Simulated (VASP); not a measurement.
# AlB2P3 (P4mm) in VASP: relaxation of cell and atoms with PBE

Aim: the relaxation of cell and atoms of AlB2P3 with PBE.

All numbers are computed with VASP 6.6.1; they aren't measurements. Logs are shortened: lines on timing, memory, paths and dates and some standing lists are left out, and cuts for length are marked.

### 1 The cell of the first run

Symmetry: P4mm, No. 99, tetragonal system. Conventional cell: a = 3.200 Å, b = 3.200 Å, c = 9.235 Å, α = 90.00°, β = 90.00°, γ = 90.00°. Al (site symmetry 4mm) has 5 P at 2.68 to 3.20 Å and 5 B at 2.76 to 3.05 Å and 4 Al at 3.20 Å within 3.5 Å. B (site symmetry 4mm) has 4 Al at 2.76 Å and 6 P at 2.78 to 3.02 Å and 4 B at 3.20 Å within 3.6 Å. B (site symmetry 4mm) has 9 P at 2.77 to 2.99 Å and 1 Al at 3.05 Å and 4 B at 3.20 Å within 3.7 Å. Within 3.5 Å of P (site symmetry 4mm) lie 9 P at 2.65 to 3.21 Å and 5 B at 2.77 to 3.00 Å. P (site symmetry 4mm) has 4 Al at 2.68 Å and 5 B at 2.78 to 3.02 Å and 5 P at 3.20 to 3.21 Å within 3.5 Å. Within 3.5 Å of P (site symmetry 4mm) lie 8 P at 2.65 to 3.20 Å and 5 B at 2.78 to 2.99 Å and 1 Al at 3.20 Å.

The cell was generated, and may not be a known phase.

### 2 Relaxation of cell and atoms, PBE

Contents of INCAR:

```
PREC = Accurate
ENCUT = 640
EDIFF = 1E-7
ISMEAR = 0
SIGMA = 0.1
LREAL = F
LASPH = T
NELM = 300
ALGO = All
ISIF = 3
LWAVE = F
LCHARG = F
GGA = PE
IBRION = 2
NSW = 90
EDIFFG = -0.04
GGA_COMPAT = F
NELMIN = 4
ISEARCH = 1
KPAR = 4
```

Contents of KPOINTS:

```
regular mesh
0
Gamma
  6 6 2
```

Contents of POSCAR:

```
AlB2P3
1.0
    3.1995789200      0.0000000000      0.0000000000
    0.0000000000      3.1995789200      0.0000000000
    0.0000000000      0.0000000000      9.2349996700
Al B P
1 2 3
Direct
    0.5000000000      0.5000000000      0.1713354600
    0.0000000000      0.0000000000      0.9999432600
    0.5000000000      0.5000000000      0.5015775000
    0.0000000000      0.0000000000      0.6746923900
    0.0000000000      0.0000000000      0.3274696500
    0.5000000000      0.5000000000      0.8249817500
```

Potentials or basis: VASP PAW PBE potentials, release 64 (Al, B, P).

Launch:

```bash
cat potpaw_PBE.64/Al/POTCAR potpaw_PBE.64/B/POTCAR potpaw_PBE.64/P/POTCAR > POTCAR
mpirun -np 4 vasp_std > vasp.out
```

OUTCAR:

```text
PREC = Accurate
   ENCUT = 640
   EDIFF = 1E-7
   ISMEAR = 0
   LREAL = F
   LASPH = T
   NELM = 300
   ISIF = 3
   GGA = PE
   IBRION = 2
   NSW = 90
   EDIFFG = -0.04
   NELMIN = 4

 ion  position               nearest neighbor table
   1  0.500  0.500  0.171-   5 2.68   5 2.68   5 2.68   5 2.68   2 2.76   2 2.76   2 2.76   2 2.76

   2  0.000  0.000  1.000-   1 2.76   1 2.76   1 2.76   1 2.76
   3  0.500  0.500  0.502-
   4  0.000  0.000  0.675-   6 2.65   6 2.65   6 2.65   6 2.65
   5  0.000  0.000  0.327-   1 2.68   1 2.68   1 2.68   1 2.68
   6  0.500  0.500  0.825-   4 2.65   4 2.65   4 2.65   4 2.65

  LATTYP: Found a simple tetragonal cell.
 ALAT       =     3.1995789200
 C/A-ratio  =     2.8863172001

  Lattice vectors:

 A1 = (   3.1995789200,   0.0000000000,   0.0000000000)
 A2 = (   0.0000000000,   3.1995789200,   0.0000000000)
 A3 = (   0.0000000000,   0.0000000000,   9.2349996700)

Analysis of symmetry for initial positions (statically):
=====================================================================
 Subroutine PRICEL returns:
 Original cell was already a primitive cell.

 Routine SETGRP: Setting up the symmetry group for a
 simple tetragonal supercell.

 Subroutine GETGRP returns: Found  8 space group operations
 (whereof  8 operations were pure point group operations)
 out of a pool of 16 trial point group operations.

The static configuration has the point symmetry C_4v.

Analysis of symmetry for dynamics (positions and initial velocities):
=====================================================================
 Subroutine PRICEL returns:
 Original cell was already a primitive cell.

 Routine SETGRP: Setting up the symmetry group for a
 simple tetragonal supercell.

 Subroutine GETGRP returns: Found  8 space group operations
 (whereof  8 operations were pure point group operations)
 out of a pool of 16 trial point group operations.

The dynamic configuration has the point symmetry C_4v.

 Subroutine INISYM returns: Found  8 space group operations
 (whereof  8 operations are pure point group operations),
 and found     1 'primitive' translations

----------------------------------------------------------------------------------------

                                     Primitive cell

  volume of cell :      94.5415

[... 105 lines left out ...]
   EFERMI =   0.00;   METHOD = LEGACY
   ISMEAR =     0;   SIGMA  =   0.10  broadening in eV -4-tet -1-fermi 0-gaus
   EFERMI_NEDOS =   21; number of points for ismear=-14 and -15
   IALGO  =     58    algorithm
   IMIX   =      4    mixing-type and parameters
     AMIX     =   0.40;   BMIX     =  1.00
     AMIX_MAG =   1.60;   BMIX_MAG =  1.00
  volume/ion in A,a.u.               =      15.76       106.33
  Fermi-wavevector in a.u.,A,eV,Ry     =   1.036584  1.958859 14.619540  1.074506
  Thomas-Fermi vector in A             =   2.170981
   LORBIT       =      0    0 simple, 1 ext, 2 COOP (PROOUT), +10 PAW based schemes
   GGA     = PE    functional components
   LHFCALC =     F    Hartree Fock is set to
   AEXX    =    0.0000 exact exchange contribution
   IVDW    =     0    specifies the selected vdW correction
   LEPSILON=     F    determine dielectric tensor
   LRPA    =     F    only Hartree local field effects (RPA)
 conjugate gradient relaxation of ions
 non-spin polarized calculation
 Gauss-broadening in eV      SIGMA  =   0.10
  energy-cutoff  :      640.00
  volume of cell :       94.54
 maximum number of plane-waves:      3500
 NGX is ok and might be reduce to    28
   NGX = 13   NGY = 13   NGZ = 39

--------------------------------------- Ionic step        1  -------------------------------------------

 number of electron      24.0000002 magnetization

 Free energy of the ion-electron system (eV)
  ---------------------------------------------------
  ext. energy  EPLUGINS =         0.00000000
  ---------------------------------------------------
  free energy    TOTEN  =       -25.25424962 eV

  energy without entropy =      -25.24134607  energy(sigma->0) =      -25.24779784

------------------------ aborting loop because EDIFF is reached ----------------------------------------

  FORCE on cell =-STRESS in cart. coord.  units (eV):
  Direction    XX          YY          ZZ          XY          YZ          ZX
  --------------------------------------------------------------------------------------
  -------------------------------------------------------------------------------------
  Total       -8.5814286     -8.5814286    -10.2952427      0.0000000      0.0000000     -0.0000000
  in kB     -145.4278676   -145.4278676   -174.4715560      0.0000000      0.0000000     -0.0000000
  external PRESSURE =    -155.1090970 kB  Pullay stress =       0.0000000 kB
[... 101 lines left out ...]
  FREE ENERGIE OF THE ION-ELECTRON SYSTEM (eV)
  ---------------------------------------------------
  free  energy   TOTEN  =       -26.6517206687 eV

  energy  without entropy=      -26.6358912769  energy(sigma->0) =      -26.64380597

 E-fermi :  10.1693     XC(G=0): -11.7850

 val. band max:        9.9984176572   @ k =   0.3333   0.1667   0.5000
 cond. band min:      10.2101694099   @ k =   0.5000   0.0000   0.5000
 fundamental gap:      0.2117517527
 Fermi energy:        10.1693031893

 k-point     1 :       0.0000    0.0000    0.0000
  band No.  band energies     occupation
      1      -6.7157      2.00000
      2      -4.6915      2.00000
      3      -2.7902      2.00000
      4       2.8357      2.00000
      5       3.1887      2.00000
      6       7.6634      2.00000
[... 357 lines left out ...]
      3       1.8064      2.00000
      4       2.0607      2.00000
      5       2.0607      2.00000
      6       3.1438      2.00000
[... 8 lines left out ...]
     15       8.4208      2.00000
     16       9.5445      2.00000

[... ionic steps 4 to 64 ...]

--------------------------------------- Ionic step       65  -------------------------------------------

 number of electron      24.0000000 magnetization

------------------------ aborting loop because EDIFF is reached ----------------------------------------
[... 75 lines left out ...]
--------------------------------------- Ionic step       67  -------------------------------------------

 number of electron      24.0000001 magnetization

 Free energy of the ion-electron system (eV)
  ---------------------------------------------------
  ext. energy  EPLUGINS =         0.00000000
  ---------------------------------------------------
  free energy    TOTEN  =       -29.91395605 eV

  energy without entropy =      -29.90708873  energy(sigma->0) =      -29.91052239

 E-fermi :   6.4150     XC(G=0): -10.1570

 val. band max:        6.3123477360   @ k =   0.3333   0.3333   0.0000
 cond. band min:       6.4519247680   @ k =   0.5000   0.1667   0.0000
 fundamental gap:      0.1395770320
 Fermi energy:         6.4150453588

 k-point     1 :       0.0000    0.0000    0.0000
  band No.  band energies     occupation
      1      -9.0979      2.00000
      2      -8.4935      2.00000
      3      -5.5140      2.00000
      4      -2.5942      2.00000
      5      -0.4242      2.00000
      6       3.2465      2.00000
[... 402 lines left out ...]
  FREE ENERGIE OF THE ION-ELECTRON SYSTEM (eV)
  ---------------------------------------------------
  free  energy   TOTEN  =       -29.9139560525 eV

  energy  without entropy=      -29.9070890785  energy(sigma->0) =      -29.91052257

 reached required accuracy - stopping structural energy minimisation
```

Wall time 14 min (4 MPI ranks of AMD EPYC 9R45 (Zen 5), shared host); peak memory 0.26 GiB.

Results:

| Quantity | Value |
| --- | --- |
| Free energy | -29.9140 eV |
| Relaxed volume | 14.71 Å³/atom |
| Relaxed cell | a = 2.834 Å, b = 2.834 Å, c = 10.983 Å, α = 90.00°, β = 90.00°, γ = 90.00° |
| Space group after relaxing (to 0.1 Å) | P4mm (No. 99) |
| Energy gained by relaxing | 776.6 meV/atom |
| Ionic steps | 67 |
| Pressure after relaxing | 0.1 GPa |
| Largest force after relaxing | 0.036 eV/Å |

Forces in eV/Å, atoms in the order of the input:
```
Al   0.000  0.000 -0.017
B    0.000  0.000  0.008
B    0.000  0.000  0.036
P    0.000  0.000 -0.018
P    0.000  0.000 -0.011
P    0.000  0.000  0.002
```

The path:
```tsv
step	energy change (eV)	largest force (eV/Å)	pressure (GPa)	volume (Å³)
1	0.0000	0.4918	-15.51	94.54
3	-1.3975	1.6552	0.07	72.72
5	-1.4474	3.5600	17.72	63.23
7	-1.9384	1.2218	6.80	66.15
9	-2.1699	1.0796	4.59	67.20
11	-2.6139	0.9080	0.39	69.92
13	-2.9466	1.3807	-0.93	72.97
15	-3.2282	1.3526	4.36	73.99
17	-2.9867	7.3106	7.23	86.10
19	-3.8305	2.9271	4.05	80.49
21	-3.9648	1.8878	-2.48	89.31
23	-4.1549	1.4355	-0.40	85.33
25	-4.2772	0.6007	-0.79	83.97
27	-4.2850	0.5749	-0.53	83.75
29	-4.3094	0.2811	1.90	82.38
31	-4.3195	0.2043	0.66	83.21
33	-4.3295	0.2220	-0.29	84.08
35	-4.3402	0.3317	-0.08	84.33
37	-4.3748	0.7028	1.54	83.90
39	-4.3862	0.6871	1.42	84.02
41	-4.4364	0.6291	0.78	84.54
43	-4.4357	1.4263	-0.95	86.58
45	-4.5388	0.8572	-0.77	85.77
47	-4.6057	0.5211	-0.53	85.25
49	-4.6405	0.2050	0.67	84.27
51	-4.6446	0.1138	-0.15	85.01
53	-4.6462	0.0751	0.17	85.04
55	-4.6475	0.0952	-0.03	85.41
57	-4.6501	0.0971	-0.04	85.83
59	-4.6538	0.1154	-0.04	86.64
61	-4.6543	0.2086	-0.04	88.33
63	-4.6584	0.0807	-0.02	87.73
65	-4.6590	0.0555	0.14	87.83
67	-4.6597	0.0358	0.07	88.24
```

Final structure:
```cif
data_structure
_symmetry_space_group_name_H-M 'P 1'
_symmetry_Int_Tables_number 1
_cell_length_a 2.8344
_cell_length_b 2.8344
_cell_length_c 10.9832
_cell_angle_alpha 90.000
_cell_angle_beta 90.000
_cell_angle_gamma 90.000
_cell_volume 88.24
loop_
_atom_site_label
_atom_site_type_symbol
_atom_site_fract_x
_atom_site_fract_y
_atom_site_fract_z
_atom_site_occupancy
Al1 Al 0.50000 0.50000 0.15903 1
B1 B 0.00000 0.00000 0.03059 1
B2 B 0.50000 0.50000 0.35431 1
P1 P 0.00000 0.00000 0.60626 1
P2 P 0.00000 0.00000 0.40580 1
P3 P 0.50000 0.50000 0.94400 1
```

Levels at points of the mesh, in eV from the Fermi level:
```csv
k point,band 7,band 8,band 9,band 10,band 11,band 12,band 13,band 14,band 15,band 16
"(0.00, 0.00, 0.00)",-1.47,-1.29,-1.29,-0.66,-0.66,3.28,3.29,3.29,3.49,4.87
"(0.50, 0.00, 0.00)",-4.64,-4.37,-3.67,-2.80,1.78,2.03,2.37,2.67,2.82,3.55
"(0.50, 0.50, 0.00)",-5.95,-5.06,-4.72,-2.82,-2.82,-1.52,-1.45,-0.34,-0.33,-0.11
"(0.00, 0.00, 0.50)",-1.29,-1.29,-0.66,-0.66,-0.45,2.57,3.30,3.30,3.38,3.71
"(0.50, 0.00, 0.50)",-4.79,-4.67,-3.44,-2.53,1.24,1.60,2.37,2.68,2.82,3.55
"(0.50, 0.50, 0.50)",-5.96,-5.06,-4.71,-2.81,-2.81,-1.60,-1.42,-0.38,-0.18,-0.18
```

Caveat: the highest band is partly filled, so the run has too few bands; a cell axis changed by over 15 % at a fixed basis, so the end point is rough; this functional lacks dispersion, which binds layers or chains, so the pressure and a relaxed spacing across them are unreliable.
